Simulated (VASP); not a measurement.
# C (P1) in VASP: further runs, part 2 of 2

VASP 6.6.1. Earlier steps stand in the parts before.

### 3 Single point, r2SCAN (atoms moved at random and the cell strained at random)

Input file POSCAR:

```
C
1.0
    3.5603960694     -0.0007598941      0.0314231719
    0.0007598941     -3.3842009619      0.0123254056
   -0.0314231719      0.0123254056     -3.5793357336
C
8
Direct
    0.5925125321      0.0414486800     -0.0672404355
    0.0518387386      0.5220154058      0.0095961221
   -0.0257289596      0.0910796554      0.5027256325
    0.5246515783      0.5249263795      0.4773605678
    0.6802192968      0.6910847141      0.8050061732
    0.1671811538      0.2039410684      0.7773097188
    0.3002146987      0.7327609423      0.2504282381
    0.7091109612      0.1927431546      0.2448139829
```

Input file INCAR.step1:

```
PREC = Accurate ; ENCUT = 520
ISMEAR = 0 ; SIGMA = 0.05
LREAL = F ; LASPH = T
NELM = 80 ; NBANDS = 26
GGA = PE ; ALGO = Normal
EDIFF = 1E-4 ; LWAVE = T
LCHARG = F
```

Input file INCAR.step2:

```
PREC = Accurate ; ENCUT = 520
EDIFF = 1E-6 ; ISMEAR = 0
SIGMA = 0.05 ; LREAL = F
LASPH = T ; NELM = 80
ALGO = Normal ; ISIF = 2
LWAVE = F ; LCHARG = F
METAGGA = R2SCAN ; LMIXTAU = T
NBANDS = 26 ; ISTART = 1
```

Input file KPOINTS:

```
Automatic mesh
0
Gamma
  6 6 6
```

Potentials or basis: VASP PAW PBE potentials, release 64 (C).

On the command line:

```console
$ cat potpaw_PBE.64/C/POTCAR > POTCAR
$ cp INCAR.step1 INCAR
$ mpirun -np 1 vasp_std > vasp.out
$ cp INCAR.step2 INCAR
$ mpirun -np 1 vasp_std > vasp.out
```

OUTCAR:

```text
PREC = Accurate
   ENCUT = 520
   EDIFF = 1E-6
   ISMEAR = 0
   LREAL = F
   LASPH = T
   NELM = 80
   ISIF = 2
   METAGGA = R2SCAN
   ISTART = 1

 ion  position               nearest neighbor table
   1  0.593  0.041  0.933-   8 1.29   5 1.31   6 1.70   7 1.88
   2  0.052  0.522  0.010-   7 1.41   6 1.42   5 1.61   8 1.87
   3  0.974  0.091  0.503-   6 1.25   8 1.35   7 1.91   5 2.04
   4  0.525  0.525  0.477-   7 1.33   5 1.40   8 1.55   6 2.00
   5  0.680  0.691  0.805-   1 1.31   4 1.40   2 1.61   3 2.04
   6  0.167  0.204  0.777-   3 1.25   2 1.42   1 1.70   4 2.00
   7  0.300  0.733  0.250-   4 1.33   2 1.41   1 1.88   3 1.91
   8  0.709  0.193  0.245-   1 1.29   3 1.35   4 1.55   2 1.87

  LATTYP: Found a triclinic cell.
 ALAT       =     3.5794948841
 B/A-ratio  =     0.9947031438
 C/A-ratio  =     0.9454472213
 COS(alpha) =     0.0004700936
 COS(beta)  =     0.0070871417
 COS(gamma) =     0.0176040692

  Lattice vectors:

 A1 = (  -0.0314231719,   0.0123254056,  -3.5793357336)
 A2 = (  -3.5603960694,   0.0007598941,  -0.0314231719)
 A3 = (  -0.0007598941,   3.3842009619,  -0.0123254056)

Analysis of symmetry for initial positions (statically):
=====================================================================
 Subroutine PRICEL returns:
 Original cell was already a primitive cell.

 Routine SETGRP: Setting up the symmetry group for a
 triclinic supercell.

 Subroutine GETGRP returns: Found  1 space group operations
 (whereof  1 operations were pure point group operations)
 out of a pool of  2 trial point group operations.

The static configuration has the point symmetry C_1 .

Analysis of symmetry for dynamics (positions and initial velocities):
=====================================================================
 Subroutine PRICEL returns:
 Original cell was already a primitive cell.

 Routine SETGRP: Setting up the symmetry group for a
 triclinic supercell.

 Subroutine GETGRP returns: Found  1 space group operations
 (whereof  1 operations were pure point group operations)
 out of a pool of  2 trial point group operations.

The dynamic configuration has the point symmetry C_1 .

 Subroutine INISYM returns: Found  1 space group operations
 (whereof  1 operations are pure point group operations),
 and found     1 'primitive' translations

----------------------------------------------------------------------------------------

                                     Primitive cell

  volume of cell :      43.1239

  direct lattice vectors                    reciprocal lattice vectors
     3.560396069 -0.000759894  0.031423172     0.280889402  0.000054091 -0.002465756
     0.000759894 -3.384200962  0.012325406    -0.000054091 -0.295494443 -0.001017057
    -0.031423172  0.012325406 -3.579335734     0.002465756 -0.001017057 -0.279406597

  length of vectors
     3.560534814  3.384223492  3.579494884     0.280900230  0.295496198  0.279419328

  position of ions in fractional coordinates (direct lattice)
     0.592512532  0.041448680  0.932759565
     0.051838739  0.522015406  0.009596122
     0.974271040  0.091079655  0.502725633
     0.524651578  0.524926380  0.477360568
[... 46 lines left out ...]
  0.333333  0.000000  0.000000      2.000000
  0.500000  0.000000  0.000000      1.000000
  0.000000  0.166667  0.000000      2.000000
  0.166667  0.166667  0.000000      2.000000
[... 16 lines left out ...]
  0.333333  0.000000  0.166667      2.000000
  0.500000  0.000000  0.166667      2.000000
 [... further k-points ...]
   k-points           NKPTS =    112   k-points in BZ     NKDIM =    112   number of bands    NBANDS=     26
   number of dos      NEDOS =    301   number of ions     NIONS =      8
   total plane-waves  NPLWV =  21952
   dimension x,y,z NGX =    28 NGY =   28 NGZ =   28
   dimension x,y,z NGXF=    56 NGYF=   56 NGZF=   56
   ions per type =               8
   NGX,Y,Z   is equivalent  to a cutoff of  13.07, 13.75, 13.00 a.u.
   NGXF,Y,Z  is equivalent  to a cutoff of  26.15, 27.51, 26.01 a.u.
 SYSTEM =  unknown system
   PREC   = accura    normal or accurate (medium, high low for compatibility)
   ISTART =      1    job   : 0-new  1-cont  2-samecut
   ICHARG =      0    charge: 1-file 2-atom 10-const
   ISPIN  =      1    spin polarized calculation?
   LNONCOLLINEAR =      F non collinear calculations
   LSORBIT =      F    spin-orbit coupling
   LASPH  =      T    aspherical Exc in radial PAW
   ENCUT  =  520.0 eV  38.22 Ry    6.18 a.u.   6.62  6.29  6.66*2*pi/ulx,y,z
   NELM   =     80;   NELMIN=  2; NELMDL=  0     # of ELM steps
   EDIFF  = 0.1E-05   stopping-criterion for ELM
   LREAL  =      F    real-space projection
   EDIFFG = 0.1E-04   stopping-criterion for IOM
   NSW    =      0    number of steps for IOM
   IBRION =     -1    ionic relax: 0-MD 1-quasi-New 2-CG
   NFREE  =      0    steps in history (QN), initial steepest desc. (CG)
   ISIF   =      2    stress and relaxation
   ISYM   =      2    0-nonsym 1-usesym 2-fastsym
   POTIM  = 0.5000    time-step for ionic-motion
   TEBEG  =    0.0;   TEEND  =   0.0 temperature during run
   PSTRESS=    0.0 pullay stress
   NELECT =      32.0000    total number of electrons
   NUPDOWN=      -1.0000    fix difference up-down
   EMIN   =  10.00;   EMAX   =-10.00  energy-range for DOS
   EFERMI =   0.00;   METHOD = LEGACY
   ISMEAR =     0;   SIGMA  =   0.05  broadening in eV -4-tet -1-fermi 0-gaus
   EFERMI_NEDOS =   21; number of points for ismear=-14 and -15
   IALGO  =     38    algorithm
   IMIX   =      4    mixing-type and parameters
     AMIX     =   0.40;   BMIX     =  1.00
     AMIX_MAG =   1.60;   BMIX_MAG =  1.00
  volume/ion in A,a.u.               =       5.39        36.38
  Fermi-wavevector in a.u.,A,eV,Ry     =   1.482127  2.800815 29.887944  2.196702
  Thomas-Fermi vector in A             =   2.595952
   LORBIT       =      0    0 simple, 1 ext, 2 COOP (PROOUT), +10 PAW based schemes
   METAGGA = R2SCAN    functional components
   LHFCALC =     F    Hartree Fock is set to
   AEXX    =    0.0000 exact exchange contribution
   IVDW    =     0    specifies the selected vdW correction
   LEPSILON=     F    determine dielectric tensor
   LRPA    =     F    only Hartree local field effects (RPA)
 non-spin polarized calculation
 Gauss-broadening in eV      SIGMA  =   0.05
  energy-cutoff  :      520.00
  volume of cell :       43.12
 maximum number of plane-waves:      1182
 NGX is ok and might be reduce to    28
   NGX = 13   NGY = 13   NGZ = 13

 number of electron      32.0000000 magnetization

 Free energy of the ion-electron system (eV)
  ---------------------------------------------------
  ext. energy  EPLUGINS =         0.00000000
  ---------------------------------------------------
  free energy    TOTEN  =       -64.43630029 eV

  energy without entropy =      -64.43419334  energy(sigma->0) =      -64.43524682

 E-fermi :  12.0516     XC(G=0): -14.5808

 val. band max:       12.0448359324   @ k =   0.5000   0.3333   0.5000
 cond. band min:      12.0579566175   @ k =   0.5000   0.5000   0.3333
 fundamental gap:      0.0131206851
 Fermi energy:        12.0515705849

 k-point     1 :       0.0000    0.0000    0.0000
  band No.  band energies     occupation
      1     -13.4416      2.00000
      2      -5.7622      2.00000
      3      -5.2088      2.00000
      4      -4.7634      2.00000
      5      -4.4075      2.00000
      6      -2.5362      2.00000
[... 685 lines left out ...]
     25      23.3212      0.00000
     26      23.7973      0.00000

 [... further k-points ...]

------------------------ aborting loop because EDIFF is reached ----------------------------------------

  FORCE on cell =-STRESS in cart. coord.  units (eV):
  Direction    XX          YY          ZZ          XY          YZ          ZX
  --------------------------------------------------------------------------------------
  -------------------------------------------------------------------------------------
  Total       17.8588720     31.9961006     24.1633410     -6.8894750     -5.7145579      3.9581413
  in kB      663.5090126   1188.7481547    897.7383646   -255.9640233   -212.3124394    147.0564571
  external PRESSURE =     916.6651773 kB  Pullay stress =       0.0000000 kB

 VOLUME and BASIS-vectors are now :
 -----------------------------------------------------------------------------
  energy-cutoff  :      520.00
  volume of cell :       43.12
      direct lattice vectors                 reciprocal lattice vectors
     3.560396069 -0.000759894  0.031423172     0.280889402  0.000054091 -0.002465756
     0.000759894 -3.384200962  0.012325406    -0.000054091 -0.295494443 -0.001017057
    -0.031423172  0.012325406 -3.579335734     0.002465756 -0.001017057 -0.279406597

 POSITION                                       TOTAL-FORCE (eV/Angst)
 -----------------------------------------------------------------------------------
      2.08030     -0.12922     -3.31953       -11.287210      2.037311      2.097290
      0.18466     -1.76653     -0.02628        -4.125155      1.005332      1.724287
      3.45306     -0.30278     -1.76769         1.758904      8.622935      5.631125
      1.85337     -1.77097     -1.68568         0.804362      2.244767      0.020832
      2.39708     -2.32936     -2.85149         7.233876      2.217350      2.833456
      0.57096     -0.68072     -2.77449         8.396561     -4.858662     -4.270184
      1.06157     -2.47695     -0.87790        -5.764884     -2.946874     -0.307314
      2.51717     -0.64980     -0.85161         2.983547     -8.322158     -7.729491
 -----------------------------------------------------------------------------------
    total drift:                               -0.000097     -0.000065     -0.000100

  FREE ENERGIE OF THE ION-ELECTRON SYSTEM (eV)
  ---------------------------------------------------
  free  energy   TOTEN  =       -64.4363002872 eV

  energy  without entropy=      -64.4341933430  energy(sigma->0) =      -64.43524682
```

It took 3.7 min on 1 thread of Intel Xeon Platinum 8488C (Sapphire Rapids), shared host; peak memory 0.21 GiB.

Results:

```yaml
Free_energy: -64.4363 eV
Pressure: 91.7 GPa
Largest_force: 11.743 eV/Å
Band_gap_on_the_k_mesh: zero (bands 16 and 17 overlap by 1.43 eV)
```

Forces in eV/Å, atoms in the order of the input:
```
C   -11.287   2.037   2.097
C    -4.125   1.005   1.724
C     1.759   8.623   5.631
C     0.804   2.245   0.021
C     7.234   2.217   2.833
C     8.397  -4.859  -4.270
C    -5.765  -2.947  -0.307
C     2.984  -8.322  -7.729
```

Levels at points of the mesh, in eV from the Fermi level:
| k point | band 14 | band 15 | band 16 | band 17 | band 18 | band 19 |
| --- | --- | --- | --- | --- | --- | --- |
| (0.00, 0.00, 0.00) | -5.31 | -2.40 | -0.97 | -0.91 | 0.43 | 0.76 |
| (0.50, 0.00, 0.00) | -4.47 | -4.30 | -3.42 | 1.08 | 2.09 | 3.51 |
| (0.00, 0.50, 0.00) | -5.49 | -4.56 | -3.70 | 0.78 | 2.06 | 3.52 |
| (0.50, 0.50, 0.00) | -4.20 | -2.81 | -0.13 | 0.79 | 1.54 | 3.79 |
| (0.00, 0.00, 0.50) | -4.58 | -3.68 | -2.29 | 0.45 | 2.19 | 3.26 |
| (0.50, 0.00, 0.50) | -6.87 | -2.55 | -1.39 | 1.28 | 2.05 | 3.66 |
| (0.00, 0.50, 0.50) | -4.92 | -2.23 | -0.87 | 1.50 | 1.77 | 4.03 |
| (0.50, 0.50, 0.50) | -1.48 | -0.68 | -0.29 | 1.08 | 1.42 | 1.85 |

Caveat: the cell differs from its parent crystal (atoms moved at random and the cell strained at random); the cell stands under pressure; the PAW data sets were made with another functional, which shifts forces and pressure a little.
